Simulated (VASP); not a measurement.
# Sb (P6_3/mmc) in VASP: relaxation of cell and atoms with PBE

Aim: the relaxation of cell and atoms of Sb with PBE.

All numbers are computed with VASP 6.6.1; they aren't measurements. Logs are shortened: lines on timing, memory, paths and dates and some standing lists are left out, and cuts for length are marked.

## 1. The cell of the first run

The structure is hexagonal, space group P6_3/mmc (No. 194). The conventional cell has a = 3.410 Å, b = 3.410 Å, c = 5.456 Å, α = 90.00°, β = 90.00°, γ = 120.00°. Within 4.4 Å of Sb (site symmetry -6m2) lie 12 Sb at 3.36 to 3.41 Å.

This isn't the form of Sb at room conditions, which is rhombohedral.

## 2. Relaxation of cell and atoms, PBE

File INCAR:

```
ALGO = Normal ; EDIFF = 1E-6
EDIFFG = -0.01 ; ENCUT = 600
GGA = PE ; IBRION = 2
ISIF = 3 ; ISMEAR = 0
LASPH = True ; LCHARG = False
LREAL = False ; LWAVE = False
NELM = 100 ; NSW = 80
PREC = Accurate ; SIGMA = 0.1
```

File KPOINTS:

```
k-points
0
Gamma
  15 15 8
```

File POSCAR:

```
Sb
1.0
    3.4097985898      0.0000000000      0.0000000000
   -1.7048992949      2.9529722006      0.0000000000
    0.0000000000      0.0000000000      5.4555203944
Sb
2
Direct
    0.3333333333      0.6666666667      0.2500000000
    0.6666666667      0.3333333333      0.7500000000
```

Potentials or basis: VASP PAW PBE potentials, release 64 (Sb).

The run is started by

```console
$ cat potpaw_PBE.64/Sb/POTCAR > POTCAR
$ mpirun -np 1 vasp_std > vasp.out
```

OUTCAR:

```text
EDIFF = 1E-6
   EDIFFG = -0.01
   ENCUT = 600
   GGA = PE
   IBRION = 2
   ISIF = 3
   ISMEAR = 0
   LASPH = True
   LREAL = False
   NELM = 100
   NSW = 80
   PREC = Accurate

 ion  position               nearest neighbor table
   1  0.333  0.667  0.250-   2 3.36   2 3.36   2 3.36   2 3.36   2 3.36   2 3.36
   2  0.667  0.333  0.750-   1 3.36   1 3.36   1 3.36   1 3.36   1 3.36   1 3.36

  LATTYP: Found a hexagonal cell.
 ALAT       =     3.4097985898
 C/A-ratio  =     1.5999538538

  Lattice vectors:

 A1 = (   3.4097985898,   0.0000000000,   0.0000000000)
 A2 = (  -1.7048992949,   2.9529722006,   0.0000000000)
 A3 = (   0.0000000000,   0.0000000000,   5.4555203944)

Analysis of symmetry for initial positions (statically):
=====================================================================
 Subroutine PRICEL returns:
 Original cell was already a primitive cell.

 Routine SETGRP: Setting up the symmetry group for a
 hexagonal supercell.

 Subroutine GETGRP returns: Found 24 space group operations
 (whereof 12 operations were pure point group operations)
 out of a pool of 24 trial point group operations.

The static configuration has the point symmetry D_3d.
 The point group associated with its full space group is D_6h.

Analysis of symmetry for dynamics (positions and initial velocities):
=====================================================================
 Subroutine PRICEL returns:
 Original cell was already a primitive cell.

 Routine SETGRP: Setting up the symmetry group for a
 hexagonal supercell.

 Subroutine GETGRP returns: Found 24 space group operations
 (whereof 12 operations were pure point group operations)
 out of a pool of 24 trial point group operations.

The dynamic configuration has the point symmetry D_3d.
 The point group associated with its full space group is D_6h.

 Subroutine INISYM returns: Found 24 space group operations
 (whereof 12 operations are pure point group operations),
 and found     1 'primitive' translations

----------------------------------------------------------------------------------------

                                     Primitive cell

  volume of cell :      54.9319

  direct lattice vectors                    reciprocal lattice vectors
     3.409798590  0.000000000  0.000000000     0.293272454  0.169320930  0.000000000
    -1.704899295  2.952972201  0.000000000     0.000000000  0.338641860  0.000000000
     0.000000000  0.000000000  5.455520394     0.000000000  0.000000000  0.183300570

  length of vectors
     3.409798590  3.409798590  5.455520394     0.338641860  0.338641860  0.183300570

  position of ions in fractional coordinates (direct lattice)
     0.333333333  0.666666667  0.250000000
     0.666666667  0.333333333  0.750000000

  ion indices of the primitive-cell ions
   primitive index   ion index
                 1           1
                 2           2

----------------------------------------------------------------------------------------

 KPOINTS: k-points

Automatic generation of k-mesh.
 Grid dimensions read from file:
 generate k-points for:   15   15    8

 Generating k-lattice:

  Cartesian coordinates                     Fractional coordinates (reciprocal lattice)
     0.019551497  0.011288062  0.000000000     0.066666667 -0.000000000  0.000000000
     0.000000000  0.022576124  0.000000000     0.000000000  0.066666667  0.000000000
     0.000000000  0.000000000  0.022912571     0.000000000  0.000000000  0.125000000

  Length of vectors
     0.022576124  0.022576124  0.022912571

  Shift w.r.t. Gamma in fractional coordinates (k-lattice)
     0.000000000  0.000000000  0.000000000

 Subroutine IBZKPT returns following result:
 ===========================================

 Found    135 irreducible k-points:

 Following reciprocal coordinates:
            Coordinates               Weight
  0.000000  0.000000  0.000000      1.000000
  0.066667  0.000000  0.000000      6.000000
  0.133333 -0.000000  0.000000      6.000000
  0.200000  0.000000  0.000000      6.000000
  0.266667 -0.000000  0.000000      6.000000
  0.333333 -0.000000  0.000000      6.000000
[... 16 lines left out ...]
  0.333333  0.200000  0.000000     12.000000
  0.400000  0.200000  0.000000      6.000000
 [... further k-points ...]
   k-points           NKPTS =    135   k-points in BZ     NKDIM =    135   number of bands    NBANDS=      9
   number of dos      NEDOS =    301   number of ions     NIONS =      2
   total plane-waves  NPLWV =  37632
   dimension x,y,z NGX =    28 NGY =   28 NGZ =   48
   dimension x,y,z NGXF=    56 NGYF=   56 NGZF=   96
   ions per type =               2
   NGX,Y,Z   is equivalent  to a cutoff of  13.65, 13.65, 14.63 a.u.
   NGXF,Y,Z  is equivalent  to a cutoff of  27.30, 27.30, 29.25 a.u.
 SYSTEM =  unknown system
   PREC   = accura    normal or accurate (medium, high low for compatibility)
   ISTART =      0    job   : 0-new  1-cont  2-samecut
   ICHARG =      2    charge: 1-file 2-atom 10-const
   ISPIN  =      1    spin polarized calculation?
   LNONCOLLINEAR =      F non collinear calculations
   LSORBIT =      F    spin-orbit coupling
   LASPH  =      T    aspherical Exc in radial PAW
   ENCUT  =  600.0 eV  44.10 Ry    6.64 a.u.   6.81  6.81 10.90*2*pi/ulx,y,z
   NELM   =    100;   NELMIN=  2; NELMDL= -5     # of ELM steps
   EDIFF  = 0.1E-05   stopping-criterion for ELM
   LREAL  =      F    real-space projection
   EDIFFG = -.1E-01   stopping-criterion for IOM
   NSW    =     80    number of steps for IOM
   IBRION =      2    ionic relax: 0-MD 1-quasi-New 2-CG
   NFREE  =      1    steps in history (QN), initial steepest desc. (CG)
   ISIF   =      3    stress and relaxation
   ISYM   =      2    0-nonsym 1-usesym 2-fastsym
   POTIM  = 0.5000    time-step for ionic-motion
   TEBEG  =    0.0;   TEEND  =   0.0 temperature during run
   PSTRESS=    0.0 pullay stress
   NELECT =      10.0000    total number of electrons
   NUPDOWN=      -1.0000    fix difference up-down
   EMIN   =  10.00;   EMAX   =-10.00  energy-range for DOS
   EFERMI =   0.00;   METHOD = LEGACY
   ISMEAR =     0;   SIGMA  =   0.10  broadening in eV -4-tet -1-fermi 0-gaus
   EFERMI_NEDOS =   21; number of points for ismear=-14 and -15
   IALGO  =     38    algorithm
   IMIX   =      4    mixing-type and parameters
     AMIX     =   0.40;   BMIX     =  1.00
     AMIX_MAG =   1.60;   BMIX_MAG =  1.00
  volume/ion in A,a.u.               =      27.47       185.35
  Fermi-wavevector in a.u.,A,eV,Ry     =   0.927826  1.753338 11.712737  0.860862
  Thomas-Fermi vector in A             =   2.053938
   LORBIT       =      0    0 simple, 1 ext, 2 COOP (PROOUT), +10 PAW based schemes
   GGA     = PE    functional components
   LHFCALC =     F    Hartree Fock is set to
   AEXX    =    0.0000 exact exchange contribution
   IVDW    =     0    specifies the selected vdW correction
   LEPSILON=     F    determine dielectric tensor
   LRPA    =     F    only Hartree local field effects (RPA)
 conjugate gradient relaxation of ions
 non-spin polarized calculation
 Gauss-broadening in eV      SIGMA  =   0.10
  energy-cutoff  :      600.00
  volume of cell :       54.93
 maximum number of plane-waves:      1860
 NGX is ok and might be reduce to    28
   NGX = 13   NGY = 13   NGZ = 21

--------------------------------------- Ionic step        1  -------------------------------------------

 number of electron      10.0000001 magnetization

 Free energy of the ion-electron system (eV)
  ---------------------------------------------------
  ext. energy  EPLUGINS =         0.00000000
  ---------------------------------------------------
  free energy    TOTEN  =        -7.72742520 eV

  energy without entropy =       -7.72063495  energy(sigma->0) =       -7.72403007

------------------------ aborting loop because EDIFF is reached ----------------------------------------

  FORCE on cell =-STRESS in cart. coord.  units (eV):
  Direction    XX          YY          ZZ          XY          YZ          ZX
  --------------------------------------------------------------------------------------
  -------------------------------------------------------------------------------------
  Total       -0.2649409     -0.2649409      0.3030304      0.0000000     -0.0000000      0.0000000
  in kB       -7.7274347     -7.7274347      8.8383781      0.0000000     -0.0000000      0.0000000
  external PRESSURE =      -2.2054971 kB  Pullay stress =       0.0000000 kB

 VOLUME and BASIS-vectors are now :
 -----------------------------------------------------------------------------
  energy-cutoff  :      600.00
  volume of cell :       54.93
      direct lattice vectors                 reciprocal lattice vectors
     3.409798590  0.000000000  0.000000000     0.293272454  0.169320930  0.000000000
    -1.704899295  2.952972201  0.000000000     0.000000000  0.338641860  0.000000000
     0.000000000  0.000000000  5.455520394     0.000000000  0.000000000  0.183300570
[... 145 lines left out ...]
 POSITION                                       TOTAL-FORCE (eV/Angst)
 -----------------------------------------------------------------------------------
     -0.00000      1.94080      1.40441        -0.000000      0.000000      0.000000
      1.68078      0.97040      4.21322         0.000000     -0.000000      0.000000
 -----------------------------------------------------------------------------------
    total drift:                               -0.000000      0.000000      0.000000

  FREE ENERGIE OF THE ION-ELECTRON SYSTEM (eV)
  ---------------------------------------------------
  free  energy   TOTEN  =        -7.7350352635 eV

  energy  without entropy=       -7.7276255642  energy(sigma->0) =       -7.73133041

--------------------------------------- Ionic step        6  -------------------------------------------

 number of electron      10.0000000 magnetization

 Free energy of the ion-electron system (eV)
  ---------------------------------------------------
  ext. energy  EPLUGINS =         0.00000000
  ---------------------------------------------------
  free energy    TOTEN  =        -7.73528917 eV

  energy without entropy =       -7.72749923  energy(sigma->0) =       -7.73139420

 E-fermi :   8.3714     XC(G=0): -10.1590

 val. band max:        8.3711450964   @ k =   0.4667  -0.0000   0.0000
 cond. band min:       8.3778393489   @ k =   0.1333   0.1333   0.3750
 fundamental gap:      0.0066942525
 Fermi energy:         8.3714308670

 k-point     1 :       0.0000    0.0000    0.0000
  band No.  band energies     occupation
      1      -4.4858      2.00000
      2      -1.0006      2.00000
      3       2.5748      2.00000
      4      12.0261      0.00000
      5      12.0261      0.00000
      6      13.3020      0.00000
      7      13.5344      0.00000
      8      13.5344      0.00000
      9      16.1771      0.00000

 k-point     2 :       0.0667    0.0000    0.0000
  band No.  band energies     occupation
      1      -4.4076      2.00000
      2      -0.9309      2.00000
      3       2.6563      2.00000
      4      11.1959      0.00000
      5      11.7162      0.00000
      6      13.0899      0.00000
      7      13.2521      0.00000
      8      13.5930      0.00000
      9      16.5169      0.00000
[... 253 lines left out ...]
 k-point    24 :       0.4000    0.2000    0.0000
  band No.  band energies     occupation
      1      -0.4758      2.00000
      2       0.5088      2.00000
      3       4.1650      2.00000
      4       5.6561      2.00000
      5       6.2708      2.00000
      6       6.6734      2.00000
      7       8.2487      1.91744
      8       8.9019      0.00000
      9      12.8135      0.00000

 [... further k-points ...]
[... 5 lines left out ...]
  --------------------------------------------------------------------------------------
  -------------------------------------------------------------------------------------
  Total       -0.0009403     -0.0009403      0.0005258     -0.0000000      0.0000000     -0.0000000
  in kB       -0.0275196     -0.0275196      0.0153883     -0.0000000      0.0000000     -0.0000000
  external PRESSURE =      -0.0132170 kB  Pullay stress =       0.0000000 kB

 VOLUME and BASIS-vectors are now :
 -----------------------------------------------------------------------------
  energy-cutoff  :      600.00
  volume of cell :       54.75
      direct lattice vectors                 reciprocal lattice vectors
     3.360976927 -0.000000000  0.000000000     0.297532539  0.171780492  0.000000000
    -1.680488464  2.910691401 -0.000000000     0.000000000  0.343560983  0.000000000
    -0.000000000 -0.000000000  5.596169244    -0.000000000  0.000000000  0.178693666

 POSITION                                       TOTAL-FORCE (eV/Angst)
 -----------------------------------------------------------------------------------
     -0.00000      1.94046      1.39904         0.000000      0.000000     -0.000000
      1.68049      0.97023      4.19713        -0.000000     -0.000000      0.000000
 -----------------------------------------------------------------------------------
    total drift:                               -0.000000      0.000000      0.000000

  FREE ENERGIE OF THE ION-ELECTRON SYSTEM (eV)
  ---------------------------------------------------
  free  energy   TOTEN  =        -7.7352891748 eV

  energy  without entropy=       -7.7274992343  energy(sigma->0) =       -7.73139420

 reached required accuracy - stopping structural energy minimisation
```

Run time: 3.1 min. Hardware: 1 thread of Intel Xeon Platinum 8488C (Sapphire Rapids), shared host; peak memory 0.25 GiB.

Results:

```yaml
Free_energy: -7.7353 eV
Relaxed_volume: 27.37 Å³/atom
Relaxed_cell: a = 3.361 Å, b = 3.361 Å, c = 5.596 Å, α = 90.00°, β = 90.00°, γ = 120.00°
Space_group_after_relaxing_to_0.1_Å: P6_3/mmc (No. 194)
Energy_gained_by_relaxing: 3.9 meV/atom
Ionic_steps: 6
Pressure_after_relaxing: 0.0 GPa
Band_gap_on_the_k_mesh: zero (bands 5 and 6 overlap by 7.64 eV)
```

The path:
| step | energy change (eV) | largest force (eV/Å) | pressure (GPa) | volume (Å³) |
| --- | --- | --- | --- | --- |
| 1 | 0.0000 | 0.0000 | -0.22 | 54.93 |
| 2 | -0.0045 | 0.0000 | 0.08 | 54.63 |
| 3 | -0.0065 | 0.0000 | 0.45 | 54.32 |
| 4 | -0.0066 | 0.0000 | 0.56 | 54.22 |
| 5 | -0.0076 | 0.0000 | -0.23 | 54.98 |
| 6 | -0.0079 | 0.0000 | 0.00 | 54.75 |

Final structure:
```
Sb
1.0
     3.36098    0.00000    0.00000
    -1.68049    2.91069    0.00000
     0.00000    0.00000    5.59617
Sb
2
Direct
  0.33333 0.66667 0.25000
  0.66667 0.33333 0.75000
```

Levels at points of the mesh, in eV from the Fermi level:
```tsv
k point	band 2	band 3	band 4	band 5	band 6	band 7	band 8	band 9
(0.00, 0.00, 0.00)	-9.37	-5.80	3.65	3.65	4.93	5.16	5.16	7.81
(0.00, 0.00, 0.50)	-11.70	-1.09	-1.09	4.40	4.40	4.40	4.40	8.70
```

Caveat: spin-orbit coupling is left out, which moves the levels of the heavy elements.
